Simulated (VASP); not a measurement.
# PbO (P4/nmm) in VASP: notebook

Runs on PbO. Level: LDA. Tasks: electric field gradients.

Everything below comes from runs of VASP 6.6.1. Logs are shortened: lines on timing, memory, paths and dates and some standing lists are left out, and cuts for length are marked.

**1. The cell of the first run**

The structure is tetragonal, space group P4/nmm (No. 129). The conventional cell has a = 3.948 Å, b = 3.948 Å, c = 4.988 Å, α = 90.00°, β = 90.00°, γ = 90.00°. Within 3.0 Å of Pb (site symmetry 4mm) lie 4 O at 2.30 Å. Within 3.0 Å of O (site symmetry -4m2) lie 4 Pb at 2.30 Å and 4 O at 2.79 Å.

**2. Electric field gradients, LDA (volume scaled by 0.98)**

Contents of INCAR:

```
  ALGO = Normal
  EDIFF = 1E-8
  ENCUT = 520
  GGA = CA
  ISIF = 2
  ISMEAR = -1
  LASPH = T
  LCHARG = F
  LEFG = T
  LREAL = F
  LWAVE = F
  NBANDS = 28
  NELM = 80
  PREC = Accurate
  SIGMA = 0.03
```

Contents of KPOINTS:

```
k-points
0
Gamma
  7 7 6
```

Contents of POSCAR:

```
PbO
1.0
    3.9477253708      0.0000000000      0.0000000000
    0.0000000000      3.9477253708      0.0000000000
    0.0000000000      0.0000000000      4.9882942864
Pb O
2 2
Direct
    0.0000000000      0.5000000000      0.2351000000
    0.5000000000      0.0000000000      0.7649000000
    0.0000000000      0.0000000000      0.0000000000
    0.5000000000      0.5000000000      0.0000000000
```

Potentials or basis: VASP PAW LDA potentials, release 64 (Pb_d, O).

Run with:

```
$ cat potpaw_LDA.64/Pb_d/POTCAR potpaw_LDA.64/O/POTCAR > POTCAR
$ mpirun -np 1 vasp_std > vasp.out
```

OUTCAR:

```text
EDIFF = 1E-8
   ENCUT = 520
   GGA = CA
   ISIF = 2
   ISMEAR = -1
   LASPH = T
   LREAL = F
   NELM = 80
   PREC = Accurate

 ion  position               nearest neighbor table
   1  0.000  0.500  0.235-   3 2.30   4 2.30   3 2.30   4 2.30   2 3.65   2 3.65   2 3.65   2 3.65
                             2 3.84   2 3.84   2 3.84   2 3.84
   2  0.500  0.000  0.765-   3 2.30   4 2.30   4 2.30   3 2.30   1 3.65   1 3.65   1 3.65   1 3.65
                             1 3.84   1 3.84   1 3.84   1 3.84
   3  0.000  0.000  0.000-   1 2.30   2 2.30   1 2.30   2 2.30
   4  0.500  0.500  0.000-   1 2.30   2 2.30   2 2.30   1 2.30

  LATTYP: Found a simple tetragonal cell.
 ALAT       =     3.9477253708
 C/A-ratio  =     1.2635869565

  Lattice vectors:

 A1 = (   3.9477253708,   0.0000000000,   0.0000000000)
 A2 = (   0.0000000000,   3.9477253708,   0.0000000000)
 A3 = (   0.0000000000,   0.0000000000,   4.9882942864)

Analysis of symmetry for initial positions (statically):
=====================================================================
 Subroutine PRICEL returns:
 Original cell was already a primitive cell.

 Routine SETGRP: Setting up the symmetry group for a
 simple tetragonal supercell.

 Subroutine GETGRP returns: Found 16 space group operations
 (whereof  8 operations were pure point group operations)
 out of a pool of 16 trial point group operations.

The static configuration has the point symmetry D_2d.
 The point group associated with its full space group is D_4h.

Analysis of symmetry for dynamics (positions and initial velocities):
=====================================================================
 Subroutine PRICEL returns:
 Original cell was already a primitive cell.

 Routine SETGRP: Setting up the symmetry group for a
 simple tetragonal supercell.

 Subroutine GETGRP returns: Found 16 space group operations
 (whereof  8 operations were pure point group operations)
 out of a pool of 16 trial point group operations.

The dynamic configuration has the point symmetry D_2d.
 The point group associated with its full space group is D_4h.

 Subroutine INISYM returns: Found 16 space group operations
 (whereof  8 operations are pure point group operations),
 and found     1 'primitive' translations

----------------------------------------------------------------------------------------

[... 138 lines left out ...]
  ext. energy  EPLUGINS =         0.00000000
  ---------------------------------------------------
  free energy    TOTEN  =       -24.39959533 eV

  energy without entropy =      -24.39959533  energy(sigma->0) =      -24.39959533

 E-fermi :   5.7295     XC(G=0): -10.3997

 val. band max:        5.1079606997   @ k =   0.1429   0.0000   0.0000
 cond. band min:       6.5221993600   @ k =   0.4286   0.4286   0.0000
 fundamental gap:      1.4142386604
 Fermi energy:         5.7294770874

 k-point     1 :       0.0000    0.0000    0.0000
  band No.  band energies     occupation
      1     -13.3256      2.00000
      2     -12.7471      2.00000
      3     -10.9078      2.00000
      4     -10.9078      2.00000
      5     -10.8300      2.00000
      6     -10.8209      2.00000
[... 733 lines left out ...]
     27      14.3786      0.00000
     28      15.1363      0.00000

 [... further k-points ...]
[... 5 lines left out ...]
  --------------------------------------------------------------------------------------
  -------------------------------------------------------------------------------------
  Total        0.0448677      0.0448677      0.1194580      0.0000000      0.0000000      0.0000000
  in kB        0.9246939      0.9246939      2.4619535      0.0000000      0.0000000      0.0000000
  external PRESSURE =       1.4371138 kB  Pullay stress =       0.0000000 kB

 VOLUME and BASIS-vectors are now :
 -----------------------------------------------------------------------------
  energy-cutoff  :      520.00
  volume of cell :       77.74
      direct lattice vectors                 reciprocal lattice vectors
     3.947725371  0.000000000  0.000000000     0.253310427  0.000000000  0.000000000
     0.000000000  3.947725371  0.000000000     0.000000000  0.253310427  0.000000000
     0.000000000  0.000000000  4.988294286     0.000000000  0.000000000  0.200469327

 POSITION                                       TOTAL-FORCE (eV/Angst)
 -----------------------------------------------------------------------------------
      0.00000      1.97386      1.17275         0.000000      0.000000      0.188996
      1.97386      0.00000      3.81555        -0.000000      0.000000     -0.188996
      0.00000      0.00000      0.00000         0.000000     -0.000000      0.000000
      1.97386      1.97386      0.00000         0.000000      0.000000      0.000000
 -----------------------------------------------------------------------------------
    total drift:                                0.000000      0.000000     -0.000000

  FREE ENERGIE OF THE ION-ELECTRON SYSTEM (eV)
  ---------------------------------------------------
  free  energy   TOTEN  =       -24.3995953346 eV

  energy  without entropy=      -24.3995953345  energy(sigma->0) =      -24.39959533

 Electric field gradients (V/A^2)
---------------------------------------------------------------------
 ion       V_xx      V_yy      V_zz      V_xy      V_xz      V_yz
---------------------------------------------------------------------
   1     116.157   116.157  -232.315    -0.000    -0.000    -0.000
   2     116.157   116.157  -232.315    -0.000    -0.000     0.000
   3       1.519     1.519    -3.038    -0.000     0.000     0.000
   4       1.519     1.519    -3.038    -0.000     0.000    -0.000
---------------------------------------------------------------------

 Electric field gradients after diagonalization (V/A^2)
 (convention: |V_zz| > |V_xx| > |V_yy|)
----------------------------------------------------------------------
 ion       V_xx      V_yy      V_zz     asymmetry (V_yy - V_xx)/ V_zz
----------------------------------------------------------------------
   1     116.157   116.157  -232.315       0.000
   2     116.157   116.157  -232.315       0.000
   3       1.519     1.519    -3.038       0.000
   4       1.519     1.519    -3.038       0.000
----------------------------------------------------------------------

           NMR quadrupolar parameters

 Cq : quadrupolar parameter    Cq=e*Q*V_zz/h
 eta: asymmetry parameters     (V_yy - V_xx)/ V_zz
 Q  : nuclear electric quadrupole moment in mb (millibarn)
----------------------------------------------------------------------
 ion       Cq(MHz)       eta       Q (mb)
----------------------------------------------------------------------
   1      -0.562       0.000       1.000
   2      -0.562       0.000       1.000
   3      -0.007       0.000       1.000
   4      -0.007       0.000       1.000
----------------------------------------------------------------------
```

OSZICAR:

```text
N       E                     dE             d eps       ncg     rms          rms(c)
DAV:   1     0.464267706686E+03    0.46427E+03   -0.19633E+04  2240   0.171E+03
DAV:   2     0.327514838928E+02   -0.43152E+03   -0.41428E+03  2296   0.458E+02
DAV:   3    -0.261605967577E+02   -0.58912E+02   -0.57539E+02  2856   0.183E+02
DAV:   4    -0.286999517048E+02   -0.25394E+01   -0.25306E+01  2568   0.401E+01
DAV:   5    -0.287796327630E+02   -0.79681E-01   -0.79674E-01  2560   0.769E+00    0.119E+01
DAV:   6    -0.246594447678E+02    0.41202E+01   -0.22946E+01  3316   0.397E+01    0.519E+00
DAV:   7    -0.244665366834E+02    0.19291E+00   -0.27134E+00  2780   0.118E+01    0.239E+00
DAV:   8    -0.244126745690E+02    0.53862E-01   -0.55191E-01  2452   0.472E+00    0.812E-01
DAV:   9    -0.243990941947E+02    0.13580E-01   -0.60943E-02  3624   0.208E+00    0.224E-01
DAV:  10    -0.243999186552E+02   -0.82446E-03   -0.11092E-02  2672   0.723E-01    0.914E-02
DAV:  11    -0.243996392235E+02    0.27943E-03   -0.19926E-03  3872   0.369E-01    0.561E-02
DAV:  12    -0.243996086463E+02    0.30577E-04   -0.18040E-04  3228   0.120E-01    0.337E-02
DAV:  13    -0.243995956684E+02    0.12978E-04   -0.68363E-05  3148   0.594E-02    0.467E-03
DAV:  14    -0.243995955352E+02    0.13321E-06   -0.33277E-06  3340   0.226E-02    0.352E-03
DAV:  15    -0.243995953377E+02    0.19750E-06   -0.80453E-07  3408   0.926E-03    0.767E-04
DAV:  16    -0.243995953346E+02    0.31487E-08   -0.88681E-08  2760   0.231E-03
   1 F= -.24399595E+02 E0= -.24399595E+02  d E =-.266955E-10
```

Run time: 58 s. Hardware: 1 thread of Intel Xeon Platinum 8488C (Sapphire Rapids), shared host; peak memory 0.2 GiB.

What came out:

```yaml
Free_energy: -24.3996 eV
Pressure: 0.1 GPa
Largest_force: 0.189 eV/Å
Band_gap_on_the_k_mesh: 1.41 eV, indirect (least direct gap 2.25 eV)
```

Forces in eV/Å, atoms in the order of the input:
```
Pb   0.000  0.000  0.189
Pb   0.000  0.000 -0.189
O    0.000  0.000  0.000
O    0.000  0.000  0.000
```

Electric field gradients, principal values (V/Å²):
```
atom    least   middle  greatest (by size)
1 Pb  116.157  116.157            -232.315
2 Pb  116.157  116.157            -232.315
 3 O    1.519    1.519              -3.038
 4 O    1.519    1.519              -3.038
```

Caveat: without QUAD_EFG the Cq values of the log hold for a quadrupole moment of 1 mb, not for the nuclei; spin-orbit coupling is left out, which moves the levels of the heavy elements.

**3. Electric field gradients, LDA (volume scaled by 0.98)**

Contents of INCAR:

```
SYSTEM = PbO
PREC = Accurate
ENCUT = 520
EDIFF = 1E-8
ISMEAR = -1
SIGMA = 0.03
LREAL = .FALSE.
LASPH = .TRUE.
NELM = 60
ALGO = Normal
ISIF = 2
LWAVE = .FALSE.
LCHARG = .FALSE.
GGA = CA
LEFG = .TRUE.
NBANDS = 28
```

Contents of KPOINTS:

```
regular mesh
0
G
  7 7 6
  0 0 0
```

POSCAR is that of step 2.

Potentials or basis: VASP PAW LDA potentials, release 64 (Pb_d, O).

Run with:

```
$ cat potpaw_LDA.64/Pb_d/POTCAR potpaw_LDA.64/O/POTCAR > POTCAR
$ mpirun -np 1 vasp_std > vasp.out
```

OUTCAR:

```text
SYSTEM = PbO
   PREC = Accurate
   ENCUT = 520
   EDIFF = 1E-8
   ISMEAR = -1
   LREAL = .FALSE.
   LASPH = .TRUE.
   NELM = 60
   ISIF = 2
   GGA = CA

 ion  position               nearest neighbor table
   1  0.000  0.500  0.235-   3 2.30   4 2.30   3 2.30   4 2.30   2 3.65   2 3.65   2 3.65   2 3.65
                             2 3.84   2 3.84   2 3.84   2 3.84
   2  0.500  0.000  0.765-   3 2.30   4 2.30   4 2.30   3 2.30   1 3.65   1 3.65   1 3.65   1 3.65
                             1 3.84   1 3.84   1 3.84   1 3.84
   3  0.000  0.000  0.000-   1 2.30   2 2.30   1 2.30   2 2.30
   4  0.500  0.500  0.000-   1 2.30   2 2.30   2 2.30   1 2.30

  LATTYP: Found a simple tetragonal cell.
 ALAT       =     3.9477253708
 C/A-ratio  =     1.2635869565
[... 977 lines left out ...]
---------------------------------------------------------------------
   1     116.157   116.157  -232.315    -0.000    -0.000    -0.000
   2     116.157   116.157  -232.315    -0.000    -0.000     0.000
   3       1.519     1.519    -3.038    -0.000     0.000     0.000
   4       1.519     1.519    -3.038    -0.000     0.000    -0.000
---------------------------------------------------------------------

 Electric field gradients after diagonalization (V/A^2)
 (convention: |V_zz| > |V_xx| > |V_yy|)
----------------------------------------------------------------------
 ion       V_xx      V_yy      V_zz     asymmetry (V_yy - V_xx)/ V_zz
----------------------------------------------------------------------
   1     116.157   116.157  -232.315       0.000
   2     116.157   116.157  -232.315       0.000
   3       1.519     1.519    -3.038       0.000
   4       1.519     1.519    -3.038       0.000
----------------------------------------------------------------------

           NMR quadrupolar parameters

 Cq : quadrupolar parameter    Cq=e*Q*V_zz/h
 eta: asymmetry parameters     (V_yy - V_xx)/ V_zz
 Q  : nuclear electric quadrupole moment in mb (millibarn)
----------------------------------------------------------------------
 ion       Cq(MHz)       eta       Q (mb)
----------------------------------------------------------------------
   1      -0.562       0.000       1.000
   2      -0.562       0.000       1.000
   3      -0.007       0.000       1.000
   4      -0.007       0.000       1.000
----------------------------------------------------------------------
```

stdout:

```text
POSCAR found type information on POSCAR PbO
 POSCAR found :  2 types and       4 ions
 scaLAPACK will be used
 LDA part: xc-table for (Slater(with rela. corr.)+CA(PZ))
 , standard interpolation
 POSCAR, INCAR and KPOINTS ok, starting setup
 FFT: planning ... GRIDC
 FFT: planning ... GRID_SOFT
 FFT: planning ... GRID
 WAVECAR not read
 entering main loop
ion   1

ion   2

ion   3

ion   4
```

Wall time 60 s (1 thread of Intel Xeon Platinum 8488C (Sapphire Rapids), shared host); peak memory 0.19 GiB.

Results:

```
Free energy            : -24.3996 eV
Pressure               : 0.1 GPa
Largest force          : 0.189 eV/Å
Band gap on the k mesh : 1.41 eV, indirect (least direct gap 2.25 eV)
```

Forces in eV/Å, atoms in the order of the input:
```
Pb   0.000  0.000  0.189
Pb   0.000  0.000 -0.189
O    0.000  0.000  0.000
O    0.000  0.000  0.000
```

Electric field gradients, principal values (V/Å²):
| atom | least | middle | greatest (by size) |
| --- | --- | --- | --- |
| 1 Pb | 116.157 | 116.157 | -232.315 |
| 2 Pb | 116.157 | 116.157 | -232.315 |
| 3 O | 1.519 | 1.519 | -3.038 |
| 4 O | 1.519 | 1.519 | -3.038 |

Caveat: without QUAD_EFG the Cq values of the log hold for a quadrupole moment of 1 mb, not for the nuclei; spin-orbit coupling is left out, which moves the levels of the heavy elements.

**4. Electric field gradients, LDA (volume scaled by 1.01)**

Contents of INCAR:

```
ALGO = Normal ; EDIFF = 1E-8
ENCUT = 520 ; GGA = CA
ISIF = 2 ; ISMEAR = -1
LASPH = True ; LCHARG = False
LEFG = True ; LREAL = False
LWAVE = False ; NBANDS = 28
NELM = 60 ; PREC = Accurate
SIGMA = 0.03
```

Contents of KPOINTS:

```
k-points
0
Gamma
  7 7 6
```

Contents of POSCAR:

```
PbO
1.0
    3.9876040837      0.0000000000      0.0000000000
    0.0000000000      3.9876040837      0.0000000000
    0.0000000000      0.0000000000      5.0386845080
Pb O
2 2
Direct
    0.0000000000      0.5000000000      0.2351000000
    0.5000000000      0.0000000000      0.7649000000
    0.0000000000      0.0000000000      0.0000000000
    0.5000000000      0.5000000000      0.0000000000
```

Potentials or basis: VASP PAW LDA potentials, release 64 (Pb_d, O).

Run with:

```
$ cat potpaw_LDA.64/Pb_d/POTCAR potpaw_LDA.64/O/POTCAR > POTCAR
$ mpirun -np 1 vasp_std > vasp.out
```

OUTCAR:

```text
EDIFF = 1E-8
   ENCUT = 520
   GGA = CA
   ISIF = 2
   ISMEAR = -1
   LASPH = True
   LREAL = False
   NELM = 60
   PREC = Accurate

 ion  position               nearest neighbor table
   1  0.000  0.500  0.235-   3 2.32   4 2.32   3 2.32   4 2.32   2 3.68   2 3.68   2 3.68   2 3.68
                             2 3.88   2 3.88   2 3.88   2 3.88
   2  0.500  0.000  0.765-   3 2.32   4 2.32   4 2.32   3 2.32   1 3.68   1 3.68   1 3.68   1 3.68
                             1 3.88   1 3.88   1 3.88   1 3.88
   3  0.000  0.000  0.000-   1 2.32   2 2.32   1 2.32   2 2.32
   4  0.500  0.500  0.000-   1 2.32   2 2.32   2 2.32   1 2.32

  LATTYP: Found a simple tetragonal cell.
 ALAT       =     3.9876040837
 C/A-ratio  =     1.2635869565

[... 976 lines left out ...]
---------------------------------------------------------------------
   1     111.074   111.074  -222.147    -0.000     0.000     0.000
   2     111.074   111.074  -222.147    -0.000     0.000     0.000
   3       1.393     1.393    -2.785     0.000     0.000     0.000
   4       1.393     1.393    -2.785     0.000     0.000    -0.000
---------------------------------------------------------------------

 Electric field gradients after diagonalization (V/A^2)
 (convention: |V_zz| > |V_xx| > |V_yy|)
----------------------------------------------------------------------
 ion       V_xx      V_yy      V_zz     asymmetry (V_yy - V_xx)/ V_zz
----------------------------------------------------------------------
   1     111.074   111.074  -222.147       0.000
   2     111.074   111.074  -222.147       0.000
   3       1.393     1.393    -2.785       0.000
   4       1.393     1.393    -2.785       0.000
----------------------------------------------------------------------

           NMR quadrupolar parameters

 Cq : quadrupolar parameter    Cq=e*Q*V_zz/h
 eta: asymmetry parameters     (V_yy - V_xx)/ V_zz
 Q  : nuclear electric quadrupole moment in mb (millibarn)
----------------------------------------------------------------------
 ion       Cq(MHz)       eta       Q (mb)
----------------------------------------------------------------------
   1      -0.537       0.000       1.000
   2      -0.537       0.000       1.000
   3      -0.007       0.000       1.000
   4      -0.007       0.000       1.000
----------------------------------------------------------------------
```

It took 59 s on 1 thread of Intel Xeon Platinum 8488C (Sapphire Rapids), shared host; peak memory 0.2 GiB.

What came out:

| Quantity | Value |
| --- | --- |
| Free energy | -24.3844 eV |
| Pressure | -2.4 GPa |
| Largest force | 0.229 eV/Å |
| Band gap on the k mesh | 1.46 eV, indirect (least direct gap 2.21 eV) |

Forces in eV/Å, atoms in the order of the input:
```
Pb   0.000  0.000 -0.229
Pb   0.000  0.000  0.229
O    0.000  0.000  0.000
O    0.000  0.000  0.000
```

Electric field gradients, principal values (V/Å²):
| atom | least | middle | greatest (by size) |
| --- | --- | --- | --- |
| 1 Pb | 111.074 | 111.074 | -222.147 |
| 2 Pb | 111.074 | 111.074 | -222.147 |
| 3 O | 1.393 | 1.393 | -2.785 |
| 4 O | 1.393 | 1.393 | -2.785 |

Caveat: without QUAD_EFG the Cq values of the log hold for a quadrupole moment of 1 mb, not for the nuclei; spin-orbit coupling is left out, which moves the levels of the heavy elements. A k mesh can miss the band edges.
